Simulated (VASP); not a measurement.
# TlPt (P6/mmm) in VASP: further runs

TlPt is run at these levels: PBEsol; tasks: single point.

Everything below comes from runs of VASP 6.6.1. Logs are shortened: lines on timing, memory, paths and dates and some standing lists are left out, and cuts for length are marked.

## (1) The cell of the first run

It takes space group P6/mmm (No. 191, hexagonal). The conventional cell has a = 6.540 Å, b = 6.540 Å, c = 3.947 Å, α = 90.00°, β = 90.00°, γ = 120.00°. Tl (site symmetry mmm) has 6 Pt at 2.73 to 3.27 Å and 4 Tl at 3.27 Å within 3.6 Å. Pt (site symmetry 6/mmm) has 6 Tl at 3.27 Å and 14 Pt at 3.95 to 4.26 Å within 4.3 Å. Pt (site symmetry -6m2) has 6 Tl at 2.73 Å within 3.6 Å.

## (2) Single point, PBEsol (24.37 Å³/atom)

Contents of INCAR:

```
PREC = Accurate ; ENCUT = 520
EDIFF = 1E-6 ; ISMEAR = 0
SIGMA = 0.1 ; LREAL = False
LASPH = True ; NELM = 100
ALGO = Fast ; ISIF = 2
LWAVE = False ; LCHARG = False
GGA = PS ; NBANDS = 44
```

Contents of KPOINTS:

```
Automatic mesh
0
Gamma
  6 6 10
```

Contents of POSCAR:

```
TlPt
1.0
    6.5402019520      0.0000000000      0.0000000000
   -3.2701009760      5.6639810363      0.0000000000
    0.0000000000      0.0000000000      3.9472150029
Tl Pt
3 3
Direct
    0.0000000000      0.5000000000      0.0000000000
    0.5000000000      0.0000000000      0.0000000000
    0.5000000000      0.5000000000      0.0000000000
    0.0000000000      0.0000000000      0.0000000000
    0.6666666667      0.3333333333      0.5000000000
    0.3333333333      0.6666666667      0.5000000000
```

Potentials or basis: VASP PAW PBE potentials, release 64 (Tl_d, Pt).

Run with:

```sh
cat potpaw_PBE.64/Tl_d/POTCAR potpaw_PBE.64/Pt/POTCAR > POTCAR
mpirun -np 1 vasp_std > vasp.out
```

OUTCAR:

```text
PREC = Accurate
   ENCUT = 520
   EDIFF = 1E-6
   ISMEAR = 0
   LREAL = False
   LASPH = True
   NELM = 100
   ISIF = 2
   GGA = PS

 ion  position               nearest neighbor table
   1  0.000  0.500  0.000-   5 2.73   6 2.73   5 2.73   6 2.73   2 3.27   4 3.27   4 3.27   2 3.27
                             3 3.27   3 3.27
   2  0.500  0.000  0.000-   5 2.73   6 2.73   5 2.73   6 2.73   1 3.27   3 3.27   3 3.27   1 3.27
                             4 3.27   4 3.27
   3  0.500  0.500  0.000-   5 2.73   6 2.73   5 2.73   6 2.73   2 3.27   4 3.27   2 3.27   4 3.27
                             1 3.27   1 3.27
   4  0.000  0.000  0.000-   1 3.27   3 3.27   1 3.27   3 3.27   2 3.27   2 3.27
   5  0.667  0.333  0.500-   2 2.73   2 2.73   1 2.73   1 2.73   3 2.73   3 2.73
   6  0.333  0.667  0.500-   2 2.73   2 2.73   1 2.73   1 2.73   3 2.73   3 2.73

  LATTYP: Found a hexagonal cell.
 ALAT       =     6.5402019520
 C/A-ratio  =     0.6035310579

  Lattice vectors:

 A1 = (   6.5402019520,   0.0000000000,   0.0000000000)
 A2 = (  -3.2701009760,   5.6639810363,   0.0000000000)
 A3 = (   0.0000000000,   0.0000000000,   3.9472150029)

Analysis of symmetry for initial positions (statically):
=====================================================================
 Subroutine PRICEL returns:
 Original cell was already a primitive cell.

 Routine SETGRP: Setting up the symmetry group for a
 hexagonal supercell.

 Subroutine GETGRP returns: Found 24 space group operations
 (whereof 24 operations were pure point group operations)
 out of a pool of 24 trial point group operations.

The static configuration has the point symmetry D_6h.

Analysis of symmetry for dynamics (positions and initial velocities):
=====================================================================
 Subroutine PRICEL returns:
 Original cell was already a primitive cell.

 Routine SETGRP: Setting up the symmetry group for a
 hexagonal supercell.

 Subroutine GETGRP returns: Found 24 space group operations
 (whereof 24 operations were pure point group operations)
 out of a pool of 24 trial point group operations.

The dynamic configuration has the point symmetry D_6h.

 Subroutine INISYM returns: Found 24 space group operations
 (whereof 24 operations are pure point group operations),
 and found     1 'primitive' translations

----------------------------------------------------------------------------------------

                                     Primitive cell

  volume of cell :     146.2190

  direct lattice vectors                    reciprocal lattice vectors
     6.540201952  0.000000000  0.000000000     0.152900477  0.088277132  0.000000000
    -3.270100976  5.663981036  0.000000000     0.000000000  0.176554263  0.000000000
     0.000000000  0.000000000  3.947215003     0.000000000  0.000000000  0.253343180

  length of vectors
     6.540201952  6.540201952  3.947215003     0.176554263  0.176554263  0.253343180

  position of ions in fractional coordinates (direct lattice)
     0.000000000  0.500000000  0.000000000
     0.500000000  0.000000000  0.000000000
     0.500000000  0.500000000  0.000000000
     0.000000000  0.000000000  0.000000000
     0.666666667  0.333333333  0.500000000
     0.333333333  0.666666667  0.500000000

  ion indices of the primitive-cell ions
   primitive index   ion index
                 1           1
                 2           2
                 3           3
                 4           4
                 5           5
                 6           6

----------------------------------------------------------------------------------------

 KPOINTS: Automatic mesh

Automatic generation of k-mesh.
 Grid dimensions read from file:
 generate k-points for:    6    6   10

 Generating k-lattice:

  Cartesian coordinates                     Fractional coordinates (reciprocal lattice)
     0.025483413  0.014712855  0.000000000     0.166666667  0.000000000  0.000000000
     0.000000000  0.029425711  0.000000000     0.000000000  0.166666667  0.000000000
     0.000000000  0.000000000  0.025334318     0.000000000  0.000000000  0.100000000

  Length of vectors
     0.029425711  0.029425711  0.025334318

  Shift w.r.t. Gamma in fractional coordinates (k-lattice)
     0.000000000  0.000000000  0.000000000

 Subroutine IBZKPT returns following result:
 ===========================================

 Found     42 irreducible k-points:

 Following reciprocal coordinates:
            Coordinates               Weight
  0.000000  0.000000  0.000000      1.000000
  0.166667  0.000000  0.000000      6.000000
  0.333333 -0.000000  0.000000      6.000000
  0.500000 -0.000000  0.000000      3.000000
  0.166667  0.166667  0.000000      6.000000
  0.333333  0.166667  0.000000     12.000000
[... 16 lines left out ...]
  0.166667  0.000000  0.300000     12.000000
  0.333333 -0.000000  0.300000     12.000000
 [... further k-points ...]
   k-points           NKPTS =     42   k-points in BZ     NKDIM =     42   number of bands    NBANDS=     44
   number of dos      NEDOS =    301   number of ions     NIONS =      6
   total plane-waves  NPLWV =  75000
   dimension x,y,z NGX =    50 NGY =   50 NGZ =   30
   dimension x,y,z NGXF=   100 NGYF=  100 NGZF=   60
   ions per type =               3   3
   NGX,Y,Z   is equivalent  to a cutoff of  12.71, 12.71, 12.64 a.u.
   NGXF,Y,Z  is equivalent  to a cutoff of  25.42, 25.42, 25.27 a.u.
 SYSTEM =  unknown system
   PREC   = accura    normal or accurate (medium, high low for compatibility)
   ISTART =      0    job   : 0-new  1-cont  2-samecut
   ICHARG =      2    charge: 1-file 2-atom 10-const
   ISPIN  =      1    spin polarized calculation?
   LNONCOLLINEAR =      F non collinear calculations
   LSORBIT =      F    spin-orbit coupling
   LASPH  =      T    aspherical Exc in radial PAW
   ENCUT  =  520.0 eV  38.22 Ry    6.18 a.u.  12.16 12.16  7.34*2*pi/ulx,y,z
   NELM   =    100;   NELMIN=  2; NELMDL= -5     # of ELM steps
   EDIFF  = 0.1E-05   stopping-criterion for ELM
   LREAL  =      F    real-space projection
   EDIFFG = 0.1E-04   stopping-criterion for IOM
   NSW    =      0    number of steps for IOM
   IBRION =     -1    ionic relax: 0-MD 1-quasi-New 2-CG
   NFREE  =      0    steps in history (QN), initial steepest desc. (CG)
   ISIF   =      2    stress and relaxation
   ISYM   =      2    0-nonsym 1-usesym 2-fastsym
   POTIM  = 0.5000    time-step for ionic-motion
   TEBEG  =    0.0;   TEEND  =   0.0 temperature during run
   PSTRESS=    0.0 pullay stress
   NELECT =      69.0000    total number of electrons
   NUPDOWN=      -1.0000    fix difference up-down
   EMIN   =  10.00;   EMAX   =-10.00  energy-range for DOS
   EFERMI =   0.00;   METHOD = LEGACY
   ISMEAR =     0;   SIGMA  =   0.10  broadening in eV -4-tet -1-fermi 0-gaus
   EFERMI_NEDOS =   21; number of points for ismear=-14 and -15
   IALGO  =     68    algorithm
   IMIX   =      4    mixing-type and parameters
     AMIX     =   0.40;   BMIX     =  1.00
     AMIX_MAG =   1.60;   BMIX_MAG =  1.00
  volume/ion in A,a.u.               =      24.37       164.46
  Fermi-wavevector in a.u.,A,eV,Ry     =   1.274549  2.408549 22.102334  1.624476
  Thomas-Fermi vector in A             =   2.407311
   LORBIT       =      0    0 simple, 1 ext, 2 COOP (PROOUT), +10 PAW based schemes
   GGA     = PS    functional components
   LHFCALC =     F    Hartree Fock is set to
   AEXX    =    0.0000 exact exchange contribution
   IVDW    =     0    specifies the selected vdW correction
   LEPSILON=     F    determine dielectric tensor
   LRPA    =     F    only Hartree local field effects (RPA)
 non-spin polarized calculation
 RMM-DIIS sequential band-by-band and
 Gauss-broadening in eV      SIGMA  =   0.10
  energy-cutoff  :      520.00
  volume of cell :      146.22
 maximum number of plane-waves:      3972
 NGX is ok and might be reduce to    50
   NGX = 25   NGY = 25   NGZ = 15

 number of electron      69.0000014 magnetization

 Free energy of the ion-electron system (eV)
  ---------------------------------------------------
  ext. energy  EPLUGINS =         0.00000000
  ---------------------------------------------------
  free energy    TOTEN  =       -25.14571808 eV

  energy without entropy =      -25.12251841  energy(sigma->0) =      -25.13411824

 E-fermi :   6.0371     XC(G=0): -10.8160

 val. band max:        6.0323892326   @ k =   0.3333  -0.0000   0.0000
 cond. band min:       6.0505725121   @ k =   0.1667   0.0000   0.4000
 fundamental gap:      0.0181832796
 Fermi energy:         6.0370846657

 k-point     1 :       0.0000    0.0000    0.0000
  band No.  band energies     occupation
      1      -6.2802      2.00000
      2      -5.7102      2.00000
      3      -5.7102      2.00000
      4      -5.6463      2.00000
      5      -5.5973      2.00000
      6      -5.5973      2.00000
[... 36 lines left out ...]
     43      14.4920      0.00000
     44      14.6632      0.00000

 k-point     2 :       0.1667    0.0000    0.0000
  band No.  band energies     occupation
      1      -6.2124      2.00000
      2      -5.6980      2.00000
      3      -5.6586      2.00000
      4      -5.6404      2.00000
      5      -5.5928      2.00000
      6      -5.5865      2.00000
[... 36 lines left out ...]
     43      13.2619      0.00000
     44      13.9976      0.00000

 k-point     3 :       0.3333   -0.0000    0.0000
  band No.  band energies     occupation
      1      -6.0460      2.00000
      2      -5.6588      2.00000
      3      -5.6313      2.00000
      4      -5.5793      2.00000
      5      -5.5632      2.00000
      6      -5.5194      2.00000
[... 976 lines left out ...]
     43      12.5385      0.00000
     44      12.6960      0.00000

 k-point    24 :       0.3333   -0.0000    0.3000
  band No.  band energies     occupation
      1      -5.9139      2.00000
      2      -5.8393      2.00000
      3      -5.6306      2.00000
      4      -5.5536      2.00000
      5      -5.5104      2.00000
      6      -5.4418      2.00000
[... 36 lines left out ...]
     43      11.4492      0.00000
     44      12.3412      0.00000

 [... further k-points ...]

------------------------ aborting loop because EDIFF is reached ----------------------------------------

  FORCE on cell =-STRESS in cart. coord.  units (eV):
  Direction    XX          YY          ZZ          XY          YZ          ZX
  --------------------------------------------------------------------------------------
  -------------------------------------------------------------------------------------
  Total       -2.8337673     -2.8337673     -2.8752157      0.0000000     -0.0000000     -0.0000000
  in kB      -31.0506740    -31.0506740    -31.5048406      0.0000000     -0.0000000     -0.0000000
  external PRESSURE =     -31.2020628 kB  Pullay stress =       0.0000000 kB

 VOLUME and BASIS-vectors are now :
 -----------------------------------------------------------------------------
  energy-cutoff  :      520.00
  volume of cell :      146.22
      direct lattice vectors                 reciprocal lattice vectors
     6.540201952  0.000000000  0.000000000     0.152900477  0.088277132  0.000000000
    -3.270100976  5.663981036  0.000000000     0.000000000  0.176554263  0.000000000
     0.000000000  0.000000000  3.947215003     0.000000000  0.000000000  0.253343180

 POSITION                                       TOTAL-FORCE (eV/Angst)
 -----------------------------------------------------------------------------------
     -1.63505      2.83199      0.00000        -0.000000      0.000000      0.000000
      3.27010      0.00000      0.00000        -0.000000      0.000000      0.000000
      1.63505      2.83199      0.00000         0.000000      0.000000      0.000000
      0.00000      0.00000      0.00000        -0.000000      0.000000      0.000000
      3.27010      1.88799      1.97361        -0.000000      0.000000     -0.000000
     -0.00000      3.77599      1.97361         0.000000     -0.000000      0.000000
 -----------------------------------------------------------------------------------
    total drift:                               -0.000000      0.000000     -0.000000

  FREE ENERGIE OF THE ION-ELECTRON SYSTEM (eV)
  ---------------------------------------------------
  free  energy   TOTEN  =       -25.1457180756 eV

  energy  without entropy=      -25.1225184083  energy(sigma->0) =      -25.13411824
```

Wall time 3.3 min (1 thread of AMD EPYC 9R45 (Zen 5), shared host); peak memory 0.36 GiB.

Results:

* Free energy: -25.1457 eV
* Pressure: -3.1 GPa
* Band gap on the k mesh: zero (an odd number of electrons rules out a gap without spin polarisation)

Caveat: the cell stands under tension; the PAW data sets were made with another functional, which shifts forces and pressure a little; spin-orbit coupling is left out, which moves the levels of the heavy elements.

## (3) Single point, PBEsol (25.29 Å³/atom)

This run uses another cell than the first one, of 25.29 Å³/atom.

Contents of INCAR:

```
SYSTEM = TlPt
PREC = Accurate ; ENCUT = 520
EDIFF = 1E-6 ; ISMEAR = 0
SIGMA = 0.1 ; LREAL = .False.
LASPH = .True. ; NELM = 60
ALGO = Fast ; ISIF = 2
LWAVE = .False. ; LCHARG = .True.
GGA = PS ; LELF = .True.
LVHAR = .True. ; NBANDS = 44
```

Contents of KPOINTS:

```
regular mesh
0
Gamma
  6 6 10
  0 0 0
```

Edit POSCAR of step 2 so:

```diff
@@ -2,5 +2,5 @@
 1.0
-    6.5402019520      0.0000000000      0.0000000000
-   -3.2701009760      5.6639810363      0.0000000000
-    0.0000000000      0.0000000000      3.9472150029
+    6.7623316425      0.0000000000      0.0000000000
+   -3.3811658213      5.8563509912      0.0000000000
+    0.0000000000      0.0000000000      3.8314837572
 Tl Pt
```

Potentials or basis: VASP PAW PBE potentials, release 64 (Tl_d, Pt).

Run with:

```sh
cat potpaw_PBE.64/Tl_d/POTCAR potpaw_PBE.64/Pt/POTCAR > POTCAR
mpirun -np 1 vasp_std > vasp.out
```

It took 3.4 min on 1 thread of AMD EPYC 9R45 (Zen 5), shared host; peak memory 0.36 GiB.

It converged, with:

```
Free energy            : -25.0234 eV
Pressure               : -4.2 GPa
Band gap on the k mesh : zero (an odd number of electrons rules out a gap without spin polarisation)
```

Levels at points of the mesh, in eV from the Fermi level:
```tsv
k point	band 31	band 32	band 33	band 34	band 35	band 36	band 37	band 38
(0.00, 0.00, 0.00)	-0.51	-0.51	-0.42	-0.42	-0.33	-0.30	-0.30	2.48
(0.50, 0.00, 0.00)	-1.21	-0.69	-0.55	-0.51	0.48	1.20	2.60	2.65
(0.00, 0.00, 0.50)	-0.85	-0.85	-0.39	0.87	0.87	1.01	1.01	1.06
(0.50, 0.00, 0.50)	-1.15	-1.07	-0.70	-0.55	0.50	0.67	0.96	2.50
```

Caveat: the cell stands under tension; the PAW data sets were made with another functional, which shifts forces and pressure a little; spin-orbit coupling is left out, which moves the levels of the heavy elements.

The gap in the log of VASP goes by the Fermi energy; the results here count the filled bands.